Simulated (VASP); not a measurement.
# MgO (Fm-3m) in VASP: notebook

Aim: see how the results for MgO move with the level of theory and the settings. Levels: r2SCAN, r2SCAN+D4. Tasks: single point.

All numbers are computed with VASP 6.6.1; they aren't measurements. Logs are shortened: lines on timing, memory, paths and dates and some standing lists are left out, and cuts for length are marked.

## 1. The cell of the first run

Symmetry: Fm-3m, No. 225, cubic system. Conventional cell: a = 4.204 Å, b = 4.204 Å, c = 4.204 Å, α = 90.00°, β = 90.00°, γ = 90.00°. Mg (site symmetry m-3m) has 6 O at 2.10 Å within 2.8 Å. Within 2.8 Å of O (site symmetry m-3m) lie 6 Mg at 2.10 Å.

## 2. Single point, r2SCAN

Input file POSCAR:

```
MgO
1.0
    0.0000000000      2.1021674168      2.1021674168
    2.1021674168      0.0000000000      2.1021674168
    2.1021674168      2.1021674168      0.0000000000
Mg O
1 1
Direct
    0.0000000000      0.0000000000      0.0000000000
    0.5000000000      0.5000000000      0.5000000000
```

Input file INCAR.step1:

```
ALGO = Normal ; EDIFF = 1E-4
ENCUT = 520 ; GGA = PE
ISMEAR = 0 ; LASPH = T
LCHARG = F ; LREAL = F
LWAVE = T ; NBANDS = 11
NELM = 60 ; PREC = Accurate
SIGMA = 0.01
```

Input file INCAR.step2:

```
ALGO = Normal ; EDIFF = 1E-6
ENCUT = 520 ; ISIF = 2
ISMEAR = 0 ; ISTART = 1
LASPH = T ; LCHARG = F
LMIXTAU = T ; LREAL = F
LWAVE = F ; METAGGA = R2SCAN
NBANDS = 11 ; NELM = 60
PREC = Accurate ; SIGMA = 0.01
```

Input file KPOINTS:

```
k-points
0
Gamma
  8 8 8
```

Potentials or basis: VASP PAW PBE potentials, release 64 (Mg, O).

The run is started by

```sh
$ cat potpaw_PBE.64/Mg/POTCAR potpaw_PBE.64/O/POTCAR > POTCAR
$ cp INCAR.step1 INCAR
$ mpirun -np 1 vasp_std > vasp.out
$ cp INCAR.step2 INCAR
$ mpirun -np 1 vasp_std > vasp.out
```

OUTCAR:

```text
EDIFF = 1E-6
   ENCUT = 520
   ISIF = 2
   ISMEAR = 0
   ISTART = 1
   LASPH = T
   LREAL = F
   METAGGA = R2SCAN
   NELM = 60
   PREC = Accurate

 ion  position               nearest neighbor table
   1  0.000  0.000  0.000-   2 2.10   2 2.10   2 2.10   2 2.10   2 2.10   2 2.10
   2  0.500  0.500  0.500-   1 2.10   1 2.10   1 2.10   1 2.10   1 2.10   1 2.10

  LATTYP: Found a face centered cubic cell.
 ALAT       =     4.2043348336

  Lattice vectors:

 A1 = (   0.0000000000,   2.1021674168,   2.1021674168)
 A2 = (   2.1021674168,   0.0000000000,   2.1021674168)
 A3 = (   2.1021674168,   2.1021674168,   0.0000000000)

Analysis of symmetry for initial positions (statically):
=====================================================================
 Subroutine PRICEL returns:
 Original cell was already a primitive cell.

 Routine SETGRP: Setting up the symmetry group for a
 face centered cubic supercell.

 Subroutine GETGRP returns: Found 48 space group operations
[... 9 lines left out ...]

 Routine SETGRP: Setting up the symmetry group for a
 face centered cubic supercell.

 Subroutine GETGRP returns: Found 48 space group operations
[... 11 lines left out ...]
                                     Primitive cell

  volume of cell :      18.5794

  direct lattice vectors                    reciprocal lattice vectors
     0.000000000  2.102167417  2.102167417    -0.237849753  0.237849753  0.237849753
     2.102167417  0.000000000  2.102167417     0.237849753 -0.237849753  0.237849753
     2.102167417  2.102167417  0.000000000     0.237849753  0.237849753 -0.237849753

  length of vectors
     2.972913671  2.972913671  2.972913671     0.411967856  0.411967856  0.411967856

  position of ions in fractional coordinates (direct lattice)
     0.000000000  0.000000000  0.000000000
     0.500000000  0.500000000  0.500000000

  ion indices of the primitive-cell ions
   primitive index   ion index
                 1           1
                 2           2

----------------------------------------------------------------------------------------

 KPOINTS: k-points

Automatic generation of k-mesh.
 Grid dimensions read from file:
 generate k-points for:    8    8    8

 Generating k-lattice:

  Cartesian coordinates                     Fractional coordinates (reciprocal lattice)
    -0.029731219  0.029731219  0.029731219     0.125000000  0.000000000  0.000000000
     0.029731219 -0.029731219  0.029731219     0.000000000  0.125000000  0.000000000
     0.029731219  0.029731219 -0.029731219     0.000000000  0.000000000  0.125000000

  Length of vectors
     0.051495982  0.051495982  0.051495982

  Shift w.r.t. Gamma in fractional coordinates (k-lattice)
     0.000000000  0.000000000  0.000000000

 Subroutine IBZKPT returns following result:
 ===========================================

 Found     29 irreducible k-points:

 Following reciprocal coordinates:
            Coordinates               Weight
  0.000000  0.000000  0.000000      1.000000
  0.125000  0.000000  0.000000      8.000000
  0.250000  0.000000  0.000000      8.000000
  0.375000  0.000000  0.000000      8.000000
  0.500000  0.000000  0.000000      4.000000
  0.125000  0.125000  0.000000      6.000000
[... 16 lines left out ...]
  0.500000  0.250000  0.125000     48.000000
 -0.375000  0.250000  0.125000     24.000000
 [... further k-points ...]
   k-points           NKPTS =     29   k-points in BZ     NKDIM =     29   number of bands    NBANDS=     11
   number of dos      NEDOS =    301   number of ions     NIONS =      2
   total plane-waves  NPLWV =  13824
   dimension x,y,z NGX =    24 NGY =   24 NGZ =   24
   dimension x,y,z NGXF=    48 NGYF=   48 NGZF=   48
   ions per type =               1   1
   NGX,Y,Z   is equivalent  to a cutoff of  13.42, 13.42, 13.42 a.u.
   NGXF,Y,Z  is equivalent  to a cutoff of  26.84, 26.84, 26.84 a.u.
 SYSTEM =  unknown system
   PREC   = accura    normal or accurate (medium, high low for compatibility)
   ISTART =      1    job   : 0-new  1-cont  2-samecut
   ICHARG =      0    charge: 1-file 2-atom 10-const
   ISPIN  =      1    spin polarized calculation?
   LNONCOLLINEAR =      F non collinear calculations
   LSORBIT =      F    spin-orbit coupling
   LASPH  =      T    aspherical Exc in radial PAW
   ENCUT  =  520.0 eV  38.22 Ry    6.18 a.u.   5.53  5.53  5.53*2*pi/ulx,y,z
   NELM   =     60;   NELMIN=  2; NELMDL=  0     # of ELM steps
   EDIFF  = 0.1E-05   stopping-criterion for ELM
   LREAL  =      F    real-space projection
   EDIFFG = 0.1E-04   stopping-criterion for IOM
   NSW    =      0    number of steps for IOM
   IBRION =     -1    ionic relax: 0-MD 1-quasi-New 2-CG
   NFREE  =      0    steps in history (QN), initial steepest desc. (CG)
   ISIF   =      2    stress and relaxation
   ISYM   =      2    0-nonsym 1-usesym 2-fastsym
   POTIM  = 0.5000    time-step for ionic-motion
   TEBEG  =    0.0;   TEEND  =   0.0 temperature during run
   PSTRESS=    0.0 pullay stress
   NELECT =       8.0000    total number of electrons
   NUPDOWN=      -1.0000    fix difference up-down
   EMIN   =  10.00;   EMAX   =-10.00  energy-range for DOS
   EFERMI =   0.00;   METHOD = LEGACY
   ISMEAR =     0;   SIGMA  =   0.01  broadening in eV -4-tet -1-fermi 0-gaus
   EFERMI_NEDOS =   21; number of points for ismear=-14 and -15
   IALGO  =     38    algorithm
   IMIX   =      4    mixing-type and parameters
     AMIX     =   0.40;   BMIX     =  1.00
     AMIX_MAG =   1.60;   BMIX_MAG =  1.00
  volume/ion in A,a.u.               =       9.29        62.69
  Fermi-wavevector in a.u.,A,eV,Ry     =   1.236216  2.336109 20.792816  1.528229
  Thomas-Fermi vector in A             =   2.370833
   LORBIT       =      0    0 simple, 1 ext, 2 COOP (PROOUT), +10 PAW based schemes
   METAGGA = R2SCAN    functional components
   LHFCALC =     F    Hartree Fock is set to
   AEXX    =    0.0000 exact exchange contribution
   IVDW    =     0    specifies the selected vdW correction
   LEPSILON=     F    determine dielectric tensor
   LRPA    =     F    only Hartree local field effects (RPA)
 non-spin polarized calculation
 Gauss-broadening in eV      SIGMA  =   0.01
  energy-cutoff  :      520.00
  volume of cell :       18.58
 maximum number of plane-waves:       531
 NGX is ok and might be reduce to    24
   NGX = 11   NGY = 11   NGZ = 11

 number of electron       8.0000004 magnetization

 Free energy of the ion-electron system (eV)
  ---------------------------------------------------
  ext. energy  EPLUGINS =         0.00000000
  ---------------------------------------------------
  free energy    TOTEN  =       -16.16108299 eV

  energy without entropy =      -16.16108299  energy(sigma->0) =      -16.16108299

 E-fermi :   2.8858     XC(G=0): -11.6234

 val. band max:        2.8164176002   @ k =   0.0000   0.0000   0.0000
 cond. band min:       8.4763653582   @ k =   0.0000   0.0000   0.0000
 fundamental gap:      5.6599477580
 Fermi energy:         2.8858419503

 k-point     1 :       0.0000    0.0000    0.0000
  band No.  band energies     occupation
      1     -15.4124      2.00000
      2       2.8164      2.00000
      3       2.8164      2.00000
      4       2.8164      2.00000
      5       8.4764      0.00000
      6      19.6823      0.00000
      7      19.6823      0.00000
      8      19.6823      0.00000
      9      23.8436      0.00000
     10      25.6170      0.00000
     11      25.6170      0.00000

 k-point     2 :       0.1250    0.0000    0.0000
  band No.  band energies     occupation
      1     -15.2503      2.00000
      2       1.8875      2.00000
      3       2.7095      2.00000
      4       2.7095      2.00000
      5       9.3772      0.00000
      6      18.0084      0.00000
      7      20.0638      0.00000
      8      20.0638      0.00000
      9      24.6662      0.00000
     10      24.6662      0.00000
     11      26.0961      0.00000

 k-point     3 :       0.2500    0.0000    0.0000
  band No.  band energies     occupation
      1     -14.8314      2.00000
      2       0.1693      2.00000
      3       2.4629      2.00000
      4       2.4629      2.00000
      5      10.8539      0.00000
      6      16.4858      0.00000
      7      20.6112      0.00000
      8      20.6112      0.00000
      9      24.2806      0.00000
     10      24.2806      0.00000
     11      26.3860      0.00000

 k-point     4 :       0.3750    0.0000    0.0000
  band No.  band energies     occupation
      1     -14.3630      2.00000
      2      -1.2617      2.00000
      3       2.2304      2.00000
      4       2.2304      2.00000
      5      11.5678      0.00000
      6      16.3923      0.00000
      7      20.4632      0.00000
      8      20.4632      0.00000
      9      25.5942      0.00000
     10      25.6930      0.00000
     11      25.6930      0.00000

 k-point     5 :       0.5000    0.0000    0.0000
  band No.  band energies     occupation
      1     -14.1506      2.00000
      2      -1.8189      2.00000
      3       2.1378      2.00000
      4       2.1378      2.00000
      5      11.6524      0.00000
      6      16.6884      0.00000
      7      20.2960      0.00000
      8      20.2960      0.00000
      9      25.2771      0.00000
     10      26.8596      0.00000
     11      26.8596      0.00000

 k-point     6 :       0.1250    0.1250    0.0000
  band No.  band energies     occupation
      1     -15.1988      2.00000
      2       1.8116      2.00000
      3       2.5792      2.00000
      4       2.5792      2.00000
      5       9.6756      0.00000
      6      17.4683      0.00000
      7      20.2544      0.00000
      8      20.2544      0.00000
      9      22.9620      0.00000
     10      26.1145      0.00000
     11      27.1435      0.00000

 k-point     7 :       0.2500    0.1250    0.0000
  band No.  band energies     occupation
      1     -14.8714      2.00000
      2       0.5693      2.00000
      3       2.3204      2.00000
      4       2.3237      2.00000
      5      11.0074      0.00000
      6      16.1222      0.00000
      7      20.3829      0.00000
      8      20.8295      0.00000
      9      22.1255      0.00000
     10      26.0808      0.00000
     11      28.4189      0.00000

 k-point     8 :       0.3750    0.1250    0.0000
  band No.  band energies     occupation
      1     -14.4221      2.00000
      2      -0.7827      2.00000
      3       1.9469      2.00000
      4       2.0997      2.00000
      5      12.0888      0.00000
      6      15.8541      0.00000
      7      19.4197      0.00000
      8      20.9313      0.00000
      9      23.4840      0.00000
     10      26.7912      0.00000
     11      27.8636      0.00000
[... 141 lines left out ...]
 k-point    19 :       0.5000    0.3750    0.0000
  band No.  band energies     occupation
      1     -13.9404      2.00000
      2      -1.0966      2.00000
      3       1.0689      2.00000
      4       1.5293      2.00000
      5      13.3659      0.00000
      6      14.4064      0.00000
      7      17.0156      0.00000
      8      22.8099      0.00000
      9      22.8294      0.00000
     10      30.5139      0.00000
     11      30.8075      0.00000

 k-point    20 :      -0.3750    0.3750    0.0000
  band No.  band energies     occupation
      1     -13.8824      2.00000
      2      -0.7094      2.00000
      3       0.0916      2.00000
      4       1.6403      2.00000
      5      13.8996      0.00000
      6      15.8054      0.00000
      7      16.5274      0.00000
      8      22.3240      0.00000
      9      22.4150      0.00000
     10      29.3521      0.00000
     11      31.6840      0.00000

 k-point    21 :       0.5000    0.5000    0.0000
  band No.  band energies     occupation
      1     -13.8989      2.00000
      2      -1.3075      2.00000
      3       1.4344      2.00000
      4       1.4344      2.00000
      5      12.8548      0.00000
      6      13.9386      0.00000
      7      17.1673      0.00000
      8      23.2748      0.00000
      9      23.2748      0.00000
     10      29.5885      0.00000
     11      31.1658      0.00000

 k-point    22 :       0.3750    0.2500    0.1250
  band No.  band energies     occupation
      1     -14.5330      2.00000
      2      -0.1980      2.00000
      3       1.6493      2.00000
      4       2.1831      2.00000
      5      12.3154      0.00000
      6      15.3189      0.00000
      7      19.1320      0.00000
      8      21.6576      0.00000
      9      22.1540      0.00000
     10      26.6879      0.00000
     11      30.2862      0.00000

 k-point    23 :       0.5000    0.2500    0.1250
  band No.  band energies     occupation
      1     -14.1656      2.00000
      2      -0.9035      2.00000
      3       1.0711      2.00000
      4       1.9249      2.00000
      5      13.3269      0.00000
      6      15.5646      0.00000
      7      17.9617      0.00000
      8      21.2499      0.00000
      9      23.8144      0.00000
     10      26.6899      0.00000
     11      30.4791      0.00000

 k-point    24 :      -0.3750    0.2500    0.1250
  band No.  band energies     occupation
      1     -14.0031      2.00000
      2      -1.2021      2.00000
      3       0.8625      2.00000
      4       1.8031      2.00000
      5      13.4817      0.00000
      6      16.2039      0.00000
      7      17.5216      0.00000
      8      20.9891      0.00000
      9      24.6541      0.00000
     10      26.3891      0.00000
     11      30.6234      0.00000

 [... further k-points ...]

------------------------ aborting loop because EDIFF is reached ----------------------------------------

  FORCE on cell =-STRESS in cart. coord.  units (eV):
  Direction    XX          YY          ZZ          XY          YZ          ZX
  --------------------------------------------------------------------------------------
  -------------------------------------------------------------------------------------
  Total       -0.1317786     -0.1317786     -0.1317786      0.0000000      0.0000000      0.0000000
  in kB      -11.3638001    -11.3638001    -11.3638001      0.0000000      0.0000000      0.0000000
  external PRESSURE =     -11.3638001 kB  Pullay stress =       0.0000000 kB

 VOLUME and BASIS-vectors are now :
 -----------------------------------------------------------------------------
  energy-cutoff  :      520.00
  volume of cell :       18.58
      direct lattice vectors                 reciprocal lattice vectors
     0.000000000  2.102167417  2.102167417    -0.237849753  0.237849753  0.237849753
     2.102167417  0.000000000  2.102167417     0.237849753 -0.237849753  0.237849753
     2.102167417  2.102167417  0.000000000     0.237849753  0.237849753 -0.237849753

 POSITION                                       TOTAL-FORCE (eV/Angst)
 -----------------------------------------------------------------------------------
      0.00000      0.00000      0.00000         0.000000      0.000000      0.000000
      2.10217      2.10217      2.10217         0.000000      0.000000     -0.000000
 -----------------------------------------------------------------------------------
    total drift:                               -0.000000     -0.000000      0.000000

  FREE ENERGIE OF THE ION-ELECTRON SYSTEM (eV)
  ---------------------------------------------------
  free  energy   TOTEN  =       -16.1610829890 eV

  energy  without entropy=      -16.1610829890  energy(sigma->0) =      -16.16108299
```

It took 12 s on 1 thread of Intel Xeon 6975P-C, shared host; peak memory 0.15 GiB.

What came out:

```yaml
Free_energy: -16.1611 eV
Pressure: -1.1 GPa
Band_gap_on_the_k_mesh: 5.66 eV, direct
```

Levels at points of the mesh, in eV from the valence-band top:
| k point | band 2 | band 3 | band 4 | band 5 | band 6 | band 7 |
| --- | --- | --- | --- | --- | --- | --- |
| (0.00, 0.00, 0.00) | 0.00 | 0.00 | 0.00 | 5.66 | 16.87 | 16.87 |
| (0.50, 0.00, 0.00) | -4.64 | -0.68 | -0.68 | 8.84 | 13.87 | 17.48 |
| (0.50, 0.50, 0.00) | -4.12 | -1.38 | -1.38 | 10.04 | 11.12 | 14.35 |

Caveat: the PAW data sets were made with another functional, which shifts forces and pressure a little.

## 3. Single point, r2SCAN

POSCAR is that of step 2.

Input file INCAR.step1:

```
SYSTEM = MgO
  ALGO = Normal
  EDIFF = 1E-4
  ENCUT = 520
  GGA = PE
  ISMEAR = 0
  LASPH = .TRUE.
  LCHARG = .FALSE.
  LREAL = .FALSE.
  LWAVE = .TRUE.
  NBANDS = 11
  NELM = 80
  PREC = Accurate
  SIGMA = 0.01
```

Input file INCAR.step2:

```
SYSTEM = MgO
  ALGO = Normal
  EDIFF = 1E-6
  ENCUT = 520
  ISIF = 2
  ISMEAR = 0
  ISTART = 1
  LASPH = .TRUE.
  LCHARG = .FALSE.
  LMIXTAU = .TRUE.
  LREAL = .FALSE.
  LWAVE = .FALSE.
  METAGGA = R2SCAN
  NBANDS = 11
  NELM = 80
  PREC = Accurate
  SIGMA = 0.01
```

Input file KPOINTS:

```
k-points
0
G
  8 8 8
  0 0 0
```

Potentials or basis: VASP PAW PBE potentials, release 64 (Mg, O).

The run is started by

```sh
$ cat potpaw_PBE.64/Mg/POTCAR potpaw_PBE.64/O/POTCAR > POTCAR
$ cp INCAR.step1 INCAR
$ mpirun -np 1 vasp_std > vasp.out
$ cp INCAR.step2 INCAR
$ mpirun -np 1 vasp_std > vasp.out
```

It took 14 s on 1 thread of Intel Xeon 6975P-C, shared host; peak memory 0.15 GiB.

The run converged. Its results:

- Free energy: -16.1611 eV
- Pressure: -1.1 GPa
- Band gap on the k mesh: 5.66 eV, direct

Levels at points of the mesh, in eV from the valence-band top:
| k point | band 2 | band 3 | band 4 | band 5 | band 6 | band 7 |
| --- | --- | --- | --- | --- | --- | --- |
| (0.00, 0.00, 0.00) | 0.00 | 0.00 | 0.00 | 5.66 | 16.87 | 16.87 |
| (0.50, 0.00, 0.00) | -4.64 | -0.68 | -0.68 | 8.84 | 13.87 | 17.48 |
| (0.50, 0.50, 0.00) | -4.12 | -1.38 | -1.38 | 10.04 | 11.12 | 14.35 |

Caveat: the PAW data sets were made with another functional, which shifts forces and pressure a little.

(Continued in part 2 of 2.)
